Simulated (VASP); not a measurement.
# Fe (Fmmm) in VASP: notebook, part 2 of 2

VASP 6.6.1.

### Step 4. Single point, PBE, collinear spin, ferromagnetic start

File INCAR:

```
ALGO = Normal
EDIFF = 1E-6
ENCUT = 690
GGA = PE
GGA_COMPAT = False
ISIF = 2
ISMEAR = -1
ISPIN = 2
LASPH = True
LCHARG = False
LMAXMIX = 4
LORBIT = 11
LREAL = False
LWAVE = False
MAGMOM = 1.5
NBANDS = 18
NELM = 200
NUPDOWN = 1.5
PREC = Accurate
SIGMA = 0.05
```

File KPOINTS:

```
k-points
0
Gamma
  11 11 11
```

File POSCAR:

```
Fe
1.0
    0.0000000000      1.9417396906      1.9651051623
    1.4984397099      0.0000000000      1.9651051623
    1.4984397099      1.9417396906      0.0000000000
Fe
1
Direct
    0.0000000000      0.0000000000      0.0000000000
```

Potentials or basis: VASP PAW PBE potentials, release 64 (Fe_sv).

Command:

```bash
> cat potpaw_PBE.64/Fe_sv/POTCAR > POTCAR
> mpirun -np 1 vasp_std > vasp.out
```

OUTCAR:

```text
EDIFF = 1E-6
   ENCUT = 690
   GGA = PE
   ISIF = 2
   ISMEAR = -1
   ISPIN = 2
   LASPH = True
   LORBIT = 11
   LREAL = False
   NELM = 200
   NUPDOWN = 1.5
   PREC = Accurate

 ion  position               nearest neighbor table
   1  0.000  0.000  0.000-

  LATTYP: Found a face centered orthorhombic cell.
 ALAT       =     2.9968794198
 B/A-ratio  =     1.2958410524
 C/A-ratio  =     1.3114342535

  Lattice vectors:

 A1 = (   0.0000000000,   1.9417396906,   1.9651051623)
 A2 = (   1.4984397099,   0.0000000000,   1.9651051623)
 A3 = (   1.4984397099,   1.9417396906,   0.0000000000)

Analysis of symmetry for initial positions (statically):
=====================================================================
 Subroutine PRICEL returns:
 Original cell was already a primitive cell.

 Routine SETGRP: Setting up the symmetry group for a
 face centered orthorhombic supercell.

 Subroutine GETGRP returns: Found  8 space group operations
 (whereof  8 operations were pure point group operations)
 out of a pool of  8 trial point group operations.

The static configuration has the point symmetry D_2h.

Analysis of symmetry for dynamics (positions and initial velocities):
=====================================================================
 Subroutine PRICEL returns:
 Original cell was already a primitive cell.

 Routine SETGRP: Setting up the symmetry group for a
 face centered orthorhombic supercell.

 Subroutine GETGRP returns: Found  8 space group operations
 (whereof  8 operations were pure point group operations)
 out of a pool of  8 trial point group operations.

The dynamic configuration has the point symmetry D_2h.

Analysis of structural, dynamic, and magnetic symmetry:
=====================================================================
 Subroutine PRICEL returns:
 Original cell was already a primitive cell.

 Routine SETGRP: Setting up the symmetry group for a
 face centered orthorhombic supercell.

 Subroutine GETGRP returns: Found  8 space group operations
[... 131 lines left out ...]
   LRPA    =     F    only Hartree local field effects (RPA)
 spin polarized calculation
  energy-cutoff  :      690.00
  volume of cell :       11.44
 maximum number of plane-waves:       485
   NGX = 11   NGY = 11   NGZ = 11

 number of electron      15.9999993 magnetization       1.4999999

 Free energy of the ion-electron system (eV)
  ---------------------------------------------------
  ext. energy  EPLUGINS =         0.00000000
  ---------------------------------------------------
  free energy    TOTEN  =        -8.21374563 eV

  energy without entropy =       -8.20111368  energy(sigma->0) =       -8.20742966

 E-fermi :  12.4164     XC(G=0): -13.6936

 val. band max:       12.4155569895   @ k =  -0.2727   0.1818   0.2727
 cond. band min:      11.8457888524   @ k =  -0.4545   0.0909   0.0000
 fundamental gap:     -0.5697681371
 Fermi energy:        11.8252503248

 spin component 1

 k-point     1 :       0.0000    0.0000    0.0000
  band No.  band energies     occupation
      1     -75.8410      1.00000
      2     -41.6527      1.00000
      3     -41.6329      1.00000
      4     -41.6236      1.00000
      5       3.5945      1.00000
      6       9.8524      1.00000
[... 493 lines left out ...]
     17      47.9154      0.00000
     18      48.7226      0.00000

 [... further k-points ...]

 spin component 2

 k-point     1 :       0.0000    0.0000    0.0000
  band No.  band energies     occupation
      1     -73.9815      1.00000
      2     -39.8174      1.00000
      3     -39.8067      1.00000
      4     -39.8009      1.00000
      5       3.6380      1.00000
      6      10.9115      1.00000
[... 493 lines left out ...]
     17      48.2827      0.00000
     18      48.9960      0.00000

 [... further k-points ...]

------------------------ aborting loop because EDIFF is reached ----------------------------------------

  FORCE on cell =-STRESS in cart. coord.  units (eV):
  Direction    XX          YY          ZZ          XY          YZ          ZX
  --------------------------------------------------------------------------------------
  -------------------------------------------------------------------------------------
  Total       -1.1265376     -0.6183994     -0.8383737     -0.0000000      0.0000000      0.0000000
  in kB     -157.8375071    -86.6430242   -117.4632926     -0.0000000      0.0000000      0.0000000
  external PRESSURE =    -120.6479413 kB  Pullay stress =       0.0000000 kB

 VOLUME and BASIS-vectors are now :
 -----------------------------------------------------------------------------
  energy-cutoff  :      690.00
  volume of cell :       11.44
      direct lattice vectors                 reciprocal lattice vectors
     0.000000000  1.941739691  1.965105162    -0.333680426  0.257501045  0.254439309
     1.498439710  0.000000000  1.965105162     0.333680426 -0.257501045  0.254439309
     1.498439710  1.941739691  0.000000000     0.333680426  0.257501045 -0.254439309

 POSITION                                       TOTAL-FORCE (eV/Angst)
 -----------------------------------------------------------------------------------
      0.00000      0.00000      0.00000        -0.000000     -0.000000      0.000000
 -----------------------------------------------------------------------------------
    total drift:                               -0.000000     -0.000000     -0.000000

  FREE ENERGIE OF THE ION-ELECTRON SYSTEM (eV)
  ---------------------------------------------------
  free  energy   TOTEN  =        -8.2137456349 eV

  energy  without entropy=       -8.2011136845  energy(sigma->0) =       -8.20742966

 total charge

# of ion       s       p       d       tot
------------------------------------------
    1        2.185   6.035   5.516  13.737

 magnetization (x)

# of ion       s       p       d       tot
------------------------------------------
    1       -0.002  -0.010   1.551   1.539
```

OSZICAR:

```text
N       E                     dE             d eps       ncg     rms          rms(c)
DAV:   1     0.225854820995E+03    0.22585E+03   -0.99152E+03 15922   0.153E+03
DAV:   2     0.100193320899E+00   -0.22575E+03   -0.21081E+03 15678   0.448E+02
DAV:   3    -0.933102821452E+01   -0.94312E+01   -0.92865E+01 18428   0.111E+02
DAV:   4    -0.946899788129E+01   -0.13797E+00   -0.13794E+00 18156   0.137E+01
DAV:   5    -0.947233467861E+01   -0.33368E-02   -0.33367E-02 18128   0.221E+00    0.118E+01
DAV:   6    -0.844758515597E+01    0.10247E+01   -0.32643E+00 16886   0.526E+01    0.944E+00
DAV:   7    -0.822536312256E+01    0.22222E+00   -0.54483E-01 16992   0.202E+01    0.389E+00
DAV:   8    -0.821870631311E+01    0.66568E-02   -0.96156E-03 17154   0.126E+00    0.107E+00
DAV:   9    -0.821386707411E+01    0.48392E-02   -0.28083E-03 22522   0.960E-01    0.268E-01
DAV:  10    -0.821371715463E+01    0.14992E-03   -0.87640E-04 18322   0.607E-01    0.669E-02
DAV:  11    -0.821374277128E+01   -0.25617E-04   -0.40569E-05 17598   0.867E-02    0.420E-02
DAV:  12    -0.821374628415E+01   -0.35129E-05   -0.48298E-06 17490   0.329E-02    0.821E-03
DAV:  13    -0.821374563490E+01    0.64925E-06   -0.30733E-07 10844   0.845E-03
   1 F= -.82137456E+01 E0= -.82074297E+01  d E =-.126320E-01  mag=     1.5000
```

Run time: 2.7 min. Hardware: 1 thread of AMD EPYC 7R43 (Zen 3), shared host; peak memory 0.18 GiB.

Results:

| Property | Result |
| --- | --- |
| Free energy | -8.2137 eV |
| Pressure | -12.1 GPa |
| Net moment | 1.50 μB per cell |
| Site moments | Fe +1.54 μB |
| Valence electrons inside the program's atomic spheres | Fe 13.74 |

Stress tensor (GPa, compression positive):
```
-15.78   0.00   0.00
  0.00  -8.66   0.00
  0.00   0.00 -11.75
```

Caveat: the stress differs along the axes, from -16 to -9 GPa; the total moment is fixed, so each spin has its own Fermi level and the state may be an excited one.

### Step 5. Single point, PBE, collinear spin, ferromagnetic start

File INCAR:

```
PREC = Accurate
ENCUT = 690
EDIFF = 1E-6
ISMEAR = -1
SIGMA = 0.05
LREAL = F
LASPH = T
NELM = 200
ALGO = Normal
ISIF = 2
LWAVE = F
LCHARG = T
ISPIN = 2
MAGMOM = 4.5
LORBIT = 11
NUPDOWN = 4.5
LMAXMIX = 4
GGA = PE
LELF = T
LVHAR = T
NBANDS = 18
GGA_COMPAT = F
```

File KPOINTS:

```
Automatic mesh
0
Gamma
  11 11 11
```

POSCAR is that of step 4.

Potentials or basis: VASP PAW PBE potentials, release 64 (Fe_sv).

Command:

```bash
> cat potpaw_PBE.64/Fe_sv/POTCAR > POTCAR
> mpirun -np 1 vasp_std > vasp.out
```

OUTCAR:

```text
PREC = Accurate
   ENCUT = 690
   EDIFF = 1E-6
   ISMEAR = -1
   LREAL = F
   LASPH = T
   NELM = 200
   ISIF = 2
   ISPIN = 2
   LORBIT = 11
   NUPDOWN = 4.5
   GGA = PE

 ion  position               nearest neighbor table
   1  0.000  0.000  0.000-

  LATTYP: Found a face centered orthorhombic cell.
 ALAT       =     2.9968794198
 B/A-ratio  =     1.2958410524
 C/A-ratio  =     1.3114342535

  Lattice vectors:

 A1 = (   0.0000000000,   1.9417396906,   1.9651051623)
 A2 = (   1.4984397099,   0.0000000000,   1.9651051623)
 A3 = (   1.4984397099,   1.9417396906,   0.0000000000)

Analysis of symmetry for initial positions (statically):
=====================================================================
 Subroutine PRICEL returns:
 Original cell was already a primitive cell.

 Routine SETGRP: Setting up the symmetry group for a
 face centered orthorhombic supercell.

 Subroutine GETGRP returns: Found  8 space group operations
 (whereof  8 operations were pure point group operations)
 out of a pool of  8 trial point group operations.

The static configuration has the point symmetry D_2h.

[... 187 lines left out ...]
      6       8.4087      1.00000
[... 493 lines left out ...]
     17      46.9946      0.00000
     18      47.8804      0.00000

 [... further k-points ...]

 spin component 2

 k-point     1 :       0.0000    0.0000    0.0000
  band No.  band energies     occupation
      1     -72.8085      1.00000
      2     -38.6578      1.00000
      3     -38.6557      1.00000
      4     -38.6545      1.00000
      5       4.6207      1.00000
      6      12.2785      0.00000
[... 493 lines left out ...]
     17      49.3615      0.00000
     18      49.9298      0.00000

 [... further k-points ...]

------------------------ aborting loop because EDIFF is reached ----------------------------------------

  FORCE on cell =-STRESS in cart. coord.  units (eV):
  Direction    XX          YY          ZZ          XY          YZ          ZX
  --------------------------------------------------------------------------------------
  -------------------------------------------------------------------------------------
  Total        7.9429763      7.0289284      7.0082178     -0.0000000      0.0000000      0.0000000
  in kB     1112.8785580    984.8126693    981.9109372     -0.0000000      0.0000000      0.0000000
  external PRESSURE =    1026.5340548 kB  Pullay stress =       0.0000000 kB

 VOLUME and BASIS-vectors are now :
 -----------------------------------------------------------------------------
  energy-cutoff  :      690.00
  volume of cell :       11.44
      direct lattice vectors                 reciprocal lattice vectors
     0.000000000  1.941739691  1.965105162    -0.333680426  0.257501045  0.254439309
     1.498439710  0.000000000  1.965105162     0.333680426 -0.257501045  0.254439309
     1.498439710  1.941739691  0.000000000     0.333680426  0.257501045 -0.254439309

 POSITION                                       TOTAL-FORCE (eV/Angst)
 -----------------------------------------------------------------------------------
      0.00000      0.00000      0.00000         0.000000     -0.000000      0.000000
 -----------------------------------------------------------------------------------
    total drift:                               -0.000000     -0.000000     -0.000000

  FREE ENERGIE OF THE ION-ELECTRON SYSTEM (eV)
  ---------------------------------------------------
  free  energy   TOTEN  =        -4.2117911454 eV

  energy  without entropy=       -4.2000647900  energy(sigma->0) =       -4.20592797

 total charge

# of ion       s       p       d       tot
------------------------------------------
    1        2.244   6.090   5.303  13.638

 magnetization (x)

# of ion       s       p       d       tot
------------------------------------------
    1        0.066   0.097   3.573   3.736
```

stdout:

```text
POSCAR found type information on POSCAR Fe
 POSCAR found :  1 types and       1 ions
 scaLAPACK will be used
 LDA part: xc-table for (Slater+PW92), standard interpolation
 POSCAR, INCAR and KPOINTS ok, starting setup
 FFT: planning ... GRIDC
 FFT: planning ... GRID_SOFT
 FFT: planning ... GRID
 WAVECAR not read
 entering main loop
```

It took 73 s on 1 thread of AMD EPYC 9R45 (Zen 5), shared host; peak memory 0.19 GiB.

What came out:

- Free energy: -4.2118 eV
- Pressure: 102.7 GPa
- Net moment: 4.50 μB per cell
- Site moments: Fe +3.74 μB
- Valence electrons inside the program's atomic spheres: Fe 13.64

Caveat: the stress differs along the axes, from 98 to 111 GPa; the total moment is fixed, so each spin has its own Fermi level and the state may be an excited one.

### Step 6. Single point, r2SCAN, collinear spin, ferromagnetic start

This run uses another cell than the first one, of 10.98 Å³/atom.

File POSCAR:

```
Fe
1.0
    0.0000000000      1.9154967481      1.9385464314
    1.4781880421      0.0000000000      1.9385464314
    1.4781880421      1.9154967481      0.0000000000
Fe
1
Direct
    0.0000000000      0.0000000000      0.0000000000
```

File INCAR.step1:

```
PREC     = Accurate       # precision mode
ENCUT    = 520            # plane-wave cutoff, eV
ISMEAR   = -1             # smearing method
SIGMA    = 0.05           # smearing width, eV
LREAL    = F              # projectors in reciprocal space
LASPH    = T              # aspherical terms in the spheres
NELM     = 150            # most SCF steps
ISPIN    = 2              # spin polarisation
MAGMOM   = 3              # initial moments
LMAXMIX  = 4              # l up to which the mixer works
NBANDS   = 14             # bands
GGA      = PE             # functional
ALGO     = Normal         # electronic algorithm
EDIFF    = 1E-4           # SCF threshold, eV
LWAVE    = T              # write WAVECAR
LCHARG   = F              # write CHGCAR
```

File INCAR.step2:

```
PREC     = Accurate       # precision mode
ENCUT    = 520            # plane-wave cutoff, eV
EDIFF    = 1E-6           # SCF threshold, eV
ISMEAR   = -1             # smearing method
SIGMA    = 0.05           # smearing width, eV
LREAL    = F              # projectors in reciprocal space
LASPH    = T              # aspherical terms in the spheres
NELM     = 150            # most SCF steps
ALGO     = Normal         # electronic algorithm
ISIF     = 2              # what is computed and relaxed
LWAVE    = F              # write WAVECAR
LCHARG   = F              # write CHGCAR
ISPIN    = 2              # spin polarisation
MAGMOM   = 3              # initial moments
LORBIT   = 11             # projections on sites
LMAXMIX  = 4              # l up to which the mixer works
METAGGA  = R2SCAN         # meta-GGA
LMIXTAU  = T            
NBANDS   = 14             # bands
ISTART   = 1
```

File KPOINTS:

```
Automatic mesh
0
Gamma
  13 13 13
```

Potentials or basis: VASP PAW PBE potentials, release 64 (Fe).

Command:

```bash
> cat potpaw_PBE.64/Fe/POTCAR > POTCAR
> cp INCAR.step1 INCAR
> mpirun -np 1 vasp_std > vasp.out
> cp INCAR.step2 INCAR
> mpirun -np 1 vasp_std > vasp.out
```

Wall time 5.9 min (1 thread of Intel Xeon 8259CL, shared host); peak memory 0.2 GiB.

Results (log left out):

| Item | Value |
| --- | --- |
| Free energy | -14.3173 eV |
| Pressure | 15.6 GPa |
| Net moment | 2.61 μB per cell |
| Site moments | Fe +2.65 μB |
| Valence electrons inside the program's atomic spheres | Fe 7.35 |

Stress tensor (GPa, compression positive):
```
11.13  0.00  0.00
 0.00 18.33  0.00
 0.00  0.00 17.42
```

Levels at points of the mesh, in eV from the Fermi level:
Spin up:
```
           k point  band 2  band 3  band 4  band 5  band 6  band 7  band 8  band 9
(0.00, 0.00, 0.00)   -3.17   -3.09   -2.76   -1.93   -1.51   25.32   26.86   27.14
```
Spin down:
| k point | band 1 | band 2 | band 3 | band 4 | band 5 | band 6 | band 7 | band 8 |
| --- | --- | --- | --- | --- | --- | --- | --- | --- |
| (0.00, 0.00, 0.00) | -9.38 | 0.01 | 0.19 | 0.83 | 2.22 | 3.03 | 24.83 | 26.66 |

Caveat: the stress differs along the axes, from 11 to 18 GPa; the PAW data sets were made with another functional, which shifts forces and pressure a little.

### Step 7. The runs side by side

```csv
level,potentials or basis,fixed moment (μB),cell,k mesh,cutoff (eV),grid for exact exchange (PRECFOCK),share of exact exchange,gap on the mesh (eV),pressure (GPa),moment (μB)
PBE0,"VASP PAW PBE potentials, release 64 (Fe)",-,"a = 2.763, b = 2.471, c = 2.453 Å, angles 68.3, 56.2, 55.6°, 1 atom",7 × 7 × 7,520,Normal,0.25,none,15.8,2.86
PBE,"VASP PAW PBE potentials, release 64 (Fe_sv)",3.8,"a = 2.763, b = 2.471, c = 2.453 Å, angles 68.3, 56.2, 55.6°, 1 atom",11 × 11 × 11,690,-,-,-,54.6,3.80
PBE,"VASP PAW PBE potentials, release 64 (Fe_sv)",1.5,"a = 2.763, b = 2.471, c = 2.453 Å, angles 68.3, 56.2, 55.6°, 1 atom",11 × 11 × 11,690,-,-,-,-12.1,1.50
PBE,"VASP PAW PBE potentials, release 64 (Fe_sv)",4.5,"a = 2.763, b = 2.471, c = 2.453 Å, angles 68.3, 56.2, 55.6°, 1 atom",11 × 11 × 11,690,-,-,-,102.7,4.50
r2SCAN,"VASP PAW PBE potentials, release 64 (Fe)",-,"a = 2.725, b = 2.438, c = 2.420 Å, angles 68.3, 56.2, 55.6°, 1 atom",13 × 13 × 13,520,-,-,none,15.6,2.61
```

Alike in all rows: task single point; spin collinear, ferromagnetic start; smearing fermi-dirac 0.05 eV.

Caveats: some runs use coarse meshes; the total moment is fixed, so each spin has its own Fermi level and the state may be an excited one (at least some runs); the PAW data sets were made with another functional, which shifts forces and pressure a little (at least some runs); the cell stands under pressure (at least some runs); the stress differs along the axes, from -16 to -9 GPa (at least some runs); the stress differs along the axes, from 98 to 111 GPa (at least some runs); the stress differs along the axes, from 11 to 18 GPa (at least some runs).

Absolute energies hang on the potentials; compare differences alone.

The gap in the log of VASP goes by the Fermi energy; the results here count the filled bands.